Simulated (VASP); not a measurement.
# Mo (Fm-3m) in VASP: further runs

Mo is run at these levels: PBEsol; tasks: single point.

Everything below comes from runs of VASP 6.6.1. Logs are shortened: lines on timing, memory, paths and dates and some standing lists are left out, and cuts for length are marked.

### Step 1. The cell of the first run

Symmetry: Fm-3m, No. 225, cubic system. Conventional cell: a = 3.961 Å, b = 3.961 Å, c = 3.961 Å, α = 90.00°, β = 90.00°, γ = 90.00°. Mo (site symmetry m-3m) has 12 Mo at 2.80 Å within 3.7 Å.

This isn't the form of Mo at room conditions, which is bcc.

### Step 2. Single point, PBEsol

Input file INCAR:

```
SYSTEM = Mo
  PREC = Accurate
  ENCUT = 520
  EDIFF = 1E-7
  ISMEAR = -1
  SIGMA = 0.1
  LREAL = .False.
  LASPH = .True.
  NELM = 80
  ALGO = Normal
  ISIF = 2
  LWAVE = .False.
  LCHARG = .True.
  GGA = PS
  LELF = .True.
  LVHAR = .True.
  NBANDS = 13
```

Input file KPOINTS:

```
Automatic mesh
0
Gamma
  14 14 14
  0 0 0
```

Input file POSCAR:

```
Mo
1.0
    0.0000000000      1.9805092481      1.9805092481
    1.9805092481      0.0000000000      1.9805092481
    1.9805092481      1.9805092481      0.0000000000
Mo
1
Direct
    0.0000000000      0.0000000000      0.0000000000
```

Potentials or basis: VASP PAW PBE potentials, release 64 (Mo_sv).

Started as:

```console
$ cat potpaw_PBE.64/Mo_sv/POTCAR > POTCAR
$ mpirun -np 1 vasp_std > vasp.out
```

OUTCAR:

```text
SYSTEM = Mo
   PREC = Accurate
   ENCUT = 520
   EDIFF = 1E-7
   ISMEAR = -1
   LREAL = .False.
   LASPH = .True.
   NELM = 80
   ISIF = 2
   GGA = PS

 ion  position               nearest neighbor table
   1  0.000  0.000  0.000-

  LATTYP: Found a face centered cubic cell.
 ALAT       =     3.9610184962

  Lattice vectors:

 A1 = (   0.0000000000,   1.9805092481,   1.9805092481)
 A2 = (   1.9805092481,   0.0000000000,   1.9805092481)
 A3 = (   1.9805092481,   1.9805092481,   0.0000000000)

Analysis of symmetry for initial positions (statically):
=====================================================================
 Subroutine PRICEL returns:
 Original cell was already a primitive cell.

 Routine SETGRP: Setting up the symmetry group for a
 face centered cubic supercell.

 Subroutine GETGRP returns: Found 48 space group operations
 (whereof 48 operations were pure point group operations)
 out of a pool of 48 trial point group operations.

The static configuration has the point symmetry O_h .

Analysis of symmetry for dynamics (positions and initial velocities):
=====================================================================
 Subroutine PRICEL returns:
 Original cell was already a primitive cell.

 Routine SETGRP: Setting up the symmetry group for a
 face centered cubic supercell.

 Subroutine GETGRP returns: Found 48 space group operations
 (whereof 48 operations were pure point group operations)
 out of a pool of 48 trial point group operations.

The dynamic configuration has the point symmetry O_h .

 Subroutine INISYM returns: Found 48 space group operations
 (whereof 48 operations are pure point group operations),
 and found     1 'primitive' translations

----------------------------------------------------------------------------------------

                                     Primitive cell

  volume of cell :      15.5368

  direct lattice vectors                    reciprocal lattice vectors
     0.000000000  1.980509248  1.980509248    -0.252460321  0.252460321  0.252460321
     1.980509248  0.000000000  1.980509248     0.252460321 -0.252460321  0.252460321
     1.980509248  1.980509248  0.000000000     0.252460321  0.252460321 -0.252460321

  length of vectors
     2.800863039  2.800863039  2.800863039     0.437274102  0.437274102  0.437274102

  position of ions in fractional coordinates (direct lattice)
     0.000000000  0.000000000  0.000000000

[... 81 lines left out ...]
   ISIF   =      2    stress and relaxation
   ISYM   =      2    0-nonsym 1-usesym 2-fastsym
   POTIM  = 0.5000    time-step for ionic-motion
   TEBEG  =    0.0;   TEEND  =   0.0 temperature during run
   PSTRESS=    0.0 pullay stress
   NELECT =      14.0000    total number of electrons
   NUPDOWN=      -1.0000    fix difference up-down
   EMIN   =  10.00;   EMAX   =-10.00  energy-range for DOS
   EFERMI =   0.00;   METHOD = LEGACY
   ISMEAR =    -1;   SIGMA  =   0.10  broadening in eV -4-tet -1-fermi 0-gaus
   EFERMI_NEDOS =   21; number of points for ismear=-14 and -15
   IALGO  =     38    algorithm
   IMIX   =      4    mixing-type and parameters
     AMIX     =   0.40;   BMIX     =  1.00
     AMIX_MAG =   1.60;   BMIX_MAG =  1.00
  volume/ion in A,a.u.               =      15.54       104.85
  Fermi-wavevector in a.u.,A,eV,Ry     =   1.581238  2.988107 34.018841  2.500314
  Thomas-Fermi vector in A             =   2.681344
   LORBIT       =      0    0 simple, 1 ext, 2 COOP (PROOUT), +10 PAW based schemes
   GGA     = PS    functional components
   LHFCALC =     F    Hartree Fock is set to
   AEXX    =    0.0000 exact exchange contribution
   IVDW    =     0    specifies the selected vdW correction
   LEPSILON=     F    determine dielectric tensor
   LRPA    =     F    only Hartree local field effects (RPA)
 non-spin polarized calculation
  energy-cutoff  :      520.00
  volume of cell :       15.54
 maximum number of plane-waves:       444
 NGX is ok and might be reduce to    24
   NGX = 11   NGY = 11   NGZ = 11

 number of electron      13.9999999 magnetization

 Free energy of the ion-electron system (eV)
  ---------------------------------------------------
  ext. energy  EPLUGINS =         0.00000000
  ---------------------------------------------------
  free energy    TOTEN  =       -11.36489362 eV

  energy without entropy =      -11.32524815  energy(sigma->0) =      -11.34507088

 E-fermi :  12.1512     XC(G=0): -13.5453

 val. band max:       12.1400326955   @ k =  -0.3571   0.0714   0.0000
 cond. band min:      12.1545905062   @ k =   0.5000   0.1429   0.0000
 fundamental gap:      0.0145578107
 Fermi energy:        12.1512064486

 k-point     1 :       0.0000    0.0000    0.0000
  band No.  band energies     occupation
      1     -48.4709      2.00000
      2     -21.7663      2.00000
      3     -21.7663      2.00000
      4     -21.7663      2.00000
      5       5.2597      2.00000
      6      11.3763      1.99914
      7      11.3763      1.99914
      8      11.3763      1.99914
      9      14.1736      0.00000
     10      14.1736      0.00000
     11      25.2338      0.00000
     12      30.6078      0.00000
     13      30.6078      0.00000
[... 354 lines left out ...]
  band No.  band energies     occupation
      1     -48.3197      2.00000
      2     -22.5015      2.00000
      3     -21.9624      2.00000
      4     -21.9478      2.00000
      5       7.6356      2.00000
      6       9.8697      2.00000
      7      11.6209      1.99009
      8      12.4835      0.06959
      9      13.8855      0.00000
     10      15.1222      0.00000
     11      27.2140      0.00000
     12      29.6251      0.00000
     13      32.2673      0.00000

 [... further k-points ...]

------------------------ aborting loop because EDIFF is reached ----------------------------------------

  FORCE on cell =-STRESS in cart. coord.  units (eV):
  Direction    XX          YY          ZZ          XY          YZ          ZX
  --------------------------------------------------------------------------------------
  -------------------------------------------------------------------------------------
  Total        0.0484104      0.0484104      0.0484104      0.0000000      0.0000000      0.0000000
  in kB        4.9921616      4.9921616      4.9921616      0.0000000      0.0000000      0.0000000
  external PRESSURE =       4.9921616 kB  Pullay stress =       0.0000000 kB

 VOLUME and BASIS-vectors are now :
 -----------------------------------------------------------------------------
  energy-cutoff  :      520.00
  volume of cell :       15.54
      direct lattice vectors                 reciprocal lattice vectors
     0.000000000  1.980509248  1.980509248    -0.252460321  0.252460321  0.252460321
     1.980509248  0.000000000  1.980509248     0.252460321 -0.252460321  0.252460321
     1.980509248  1.980509248  0.000000000     0.252460321  0.252460321 -0.252460321

 POSITION                                       TOTAL-FORCE (eV/Angst)
 -----------------------------------------------------------------------------------
      0.00000      0.00000      0.00000         0.000000     -0.000000     -0.000000
 -----------------------------------------------------------------------------------
    total drift:                               -0.000000      0.000000      0.000000

  FREE ENERGIE OF THE ION-ELECTRON SYSTEM (eV)
  ---------------------------------------------------
  free  energy   TOTEN  =       -11.3648936169 eV

  energy  without entropy=      -11.3252481470  energy(sigma->0) =      -11.34507088
```

OSZICAR:

```text
N       E                     dE             d eps       ncg     rms          rms(c)
DAV:   1     0.916289496374E+02    0.91629E+02   -0.80267E+03  2712   0.110E+03
DAV:   2    -0.108583696752E+02   -0.10249E+03   -0.98831E+02  3074   0.312E+02
DAV:   3    -0.120435430761E+02   -0.11852E+01   -0.11809E+01  3029   0.333E+01
DAV:   4    -0.120461769219E+02   -0.26338E-02   -0.26329E-02  3039   0.190E+00
DAV:   5    -0.120461931699E+02   -0.16248E-04   -0.16248E-04  3069   0.134E-01    0.155E+01
DAV:   6    -0.114526170541E+02    0.59358E+00   -0.74152E-01  2774   0.103E+01    0.431E+00
DAV:   7    -0.113700144601E+02    0.82603E-01   -0.13932E-01  3039   0.422E+00    0.788E-01
DAV:   8    -0.113649035283E+02    0.51109E-02   -0.39147E-03  2759   0.782E-01    0.148E-01
DAV:   9    -0.113648851590E+02    0.18369E-04   -0.93287E-05  3308   0.113E-01    0.692E-02
DAV:  10    -0.113648935190E+02   -0.83599E-05   -0.79229E-06  2804   0.321E-02    0.584E-03
DAV:  11    -0.113648937045E+02   -0.18552E-06   -0.86464E-08  2429   0.291E-03    0.596E-04
DAV:  12    -0.113648936169E+02    0.87578E-07   -0.48000E-09  1472   0.815E-04
   1 F= -.11364894E+02 E0= -.11345071E+02  d E =-.396455E-01
```

stdout:

```text
POSCAR found type information on POSCAR Mo
 POSCAR found :  1 types and       1 ions
 scaLAPACK will be used
 -----------------------------------------------------------------------------
|                                                                             |
|                                                                             |
|     You enforced a specific xc type in the INCAR file but a different       |
|     I HOPE YOU KNOW WHAT YOU ARE DOING!                                     |
|                                                                             |
 -----------------------------------------------------------------------------

 LDA part: xc-table for (Slater+PW92), standard interpolation
 POSCAR, INCAR and KPOINTS ok, starting setup
 FFT: planning ... GRIDC
 FFT: planning ... GRID_SOFT
 FFT: planning ... GRID
 WAVECAR not read
 entering main loop
```

Wall time 32 s (1 thread of AMD EPYC 7R43 (Zen 3), shared host); peak memory 0.11 GiB.

What came out:

```yaml
Free_energy: -11.3649 eV
Pressure: 0.5 GPa
Band_gap_on_the_k_mesh: zero (bands 7 and 8 overlap by 4.93 eV)
```

Caveat: the PAW data sets were made with another functional, which shifts forces and pressure a little.

### Step 3. Single point, PBEsol (13.67 Å³/atom)

This run uses another cell than the first one, of 13.67 Å³/atom.

Input file INCAR:

```
PREC = Accurate
ENCUT = 520
EDIFF = 1E-7
ISMEAR = -1
SIGMA = 0.1
LREAL = F
LASPH = T
NELM = 60
ALGO = Normal
ISIF = 2
LWAVE = F
LCHARG = T
GGA = PS
LELF = T
LVHAR = T
NBANDS = 13
```

Input file KPOINTS:

```
Automatic mesh
0
Gamma
  15 15 15
```

Input file POSCAR:

```
Mo
1.0
    0.0000000000      1.8978902676      1.8978902676
    1.8978902676      0.0000000000      1.8978902676
    1.8978902676      1.8978902676      0.0000000000
Mo
1
Direct
    0.0000000000      0.0000000000      0.0000000000
```

Potentials or basis: VASP PAW PBE potentials, release 64 (Mo_sv).

Started as:

```console
$ cat potpaw_PBE.64/Mo_sv/POTCAR > POTCAR
$ mpirun -np 1 vasp_std > vasp.out
```

It took 24 s on 1 thread of AMD EPYC 7R43 (Zen 3), shared host; peak memory 0.1 GiB.

It converged, with:

```yaml
Free_energy: -11.1279 eV
Pressure: 43.5 GPa
Band_gap_on_the_k_mesh: zero (bands 7 and 8 overlap by 5.92 eV)
```

Levels at points of the mesh, in eV from the Fermi level:
| k point | band 4 | band 5 | band 6 | band 7 | band 8 | band 9 | band 10 | band 11 |
| --- | --- | --- | --- | --- | --- | --- | --- | --- |
| (0.00, 0.00, 0.00) | -33.55 | -7.19 | -1.00 | -1.00 | -1.00 | 2.36 | 2.36 | 13.08 |

Caveat: the cell stands under pressure; the PAW data sets were made with another functional, which shifts forces and pressure a little.

### Step 4. Single point, PBEsol (14.29 Å³/atom)

This run uses another cell than the first one, of 14.29 Å³/atom.

Input file INCAR:

```
PREC = Accurate ; ENCUT = 520
EDIFF = 1E-6 ; ISMEAR = -1
SIGMA = 0.1 ; LREAL = F
LASPH = T ; NELM = 100
ALGO = Normal ; ISIF = 2
LWAVE = F ; LCHARG = T
GGA = PS ; LELF = T
LVHAR = T ; NBANDS = 13
```

Input file KPOINTS:

```
regular mesh
0
Gamma
  15 15 15
```

Input file POSCAR:

```
Mo
1.0
    0.0000000000      1.9262211649      1.9262211649
    1.9262211649      0.0000000000      1.9262211649
    1.9262211649      1.9262211649      0.0000000000
Mo
1
Direct
    0.0000000000      0.0000000000      0.0000000000
```

Started as:

```console
$ cat potpaw_PBE.64/Mo_sv/POTCAR > POTCAR
$ mpirun -np 1 vasp_std > vasp.out
```

It took 21 s on 1 thread of AMD EPYC 7R43 (Zen 3), shared host; peak memory 0.1 GiB.

The run converged. Its results:

```yaml
Free_energy: -11.2628 eV
Pressure: 26.5 GPa
Band_gap_on_the_k_mesh: zero (bands 7 and 8 overlap by 5.48 eV)
```

Levels at points of the mesh, in eV from the Fermi level:
```tsv
k point	band 4	band 5	band 6	band 7	band 8	band 9	band 10	band 11
(0.00, 0.00, 0.00)	-33.67	-7.08	-0.90	-0.90	-0.90	2.25	2.25	13.11
```

Caveat: the cell stands under pressure; the PAW data sets were made with another functional, which shifts forces and pressure a little.

### Step 5. The runs side by side

| cell | k mesh | gap on the mesh (eV) | pressure (GPa) |
| --- | --- | --- | --- |
| a = 2.801 Å, angles 60.0°, 1 atom | 14 × 14 × 14 | none | 0.5 |
| a = 2.684 Å, angles 60.0°, 1 atom | 15 × 15 × 15 | none | 43.5 |
| a = 2.724 Å, angles 60.0°, 1 atom | 15 × 15 × 15 | none | 26.5 |

Alike in all rows: task single point; level PBEsol; potentials or basis VASP PAW PBE potentials, release 64 (Mo_sv); no spin polarisation; cutoff (eV) 520; smearing fermi-dirac 0.1 eV.

Caveats: the PAW data sets were made with another functional, which shifts forces and pressure a little; the cell stands under pressure (at least some runs).

Absolute energies hang on the potentials; compare differences alone.
